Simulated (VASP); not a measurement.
**AsSe3: single point with PBE**

Crystal: AsSe3.

```xyz
4
Lattice="-2.8160 2.8160 2.8160 2.8160 -2.8160 2.8160 2.8160 2.8160 -2.8160" Properties=species:S:1:pos:R:3 pbc="T T T"
As    0.0000    0.0000    0.0000
Se    2.8160    0.0000    0.0000
Se    0.0000    2.8160    0.0000
Se    0.0000    0.0000    2.8160
```

The cell was built from a structure type or drawn by symmetry, and may not be a known phase.

* Program: VASP 6.6.1
* Task: single point
* Functional: PBE
* Potentials or basis: VASP PAW PBE potentials, release 64 (As, Se)
* Cutoff: 500 eV
* k mesh: 4 × 4 × 4
* Occupations: gaussian, width 0.1 eV
* Spin: no spin polarisation
* Dipole correction: no
* Further INCAR settings: ALGO = Normal; EDIFF = 1e-06; NBANDS = 20

```json
{
  "Pressure": "0.4 GPa",
  "Band gap on the k mesh": "zero (an odd number of electrons rules out a gap without spin polarisation)"
}
```

Levels at points of the mesh, in eV from the Fermi level:
```tsv
k point	band 9	band 10	band 11	band 12	band 13	band 14
(0.00, 0.00, 0.00)	-4.59	-4.59	1.75	1.75	1.75	2.78
(0.50, 0.00, 0.00)	-2.59	-2.54	-1.30	-0.60	-0.18	0.07
(0.50, 0.50, 0.50)	-3.10	-3.10	2.73	2.73	2.73	4.15
```

Wall time 20 s on 1 thread of Intel(R) Xeon(R) Platinum 8488C (Sapphire Rapids), with other jobs on the host, peak memory 0.2 GiB.

Caveat: the k points lie up to 0.39 Å⁻¹ apart, too coarse for converged energies and pressures of a metal.
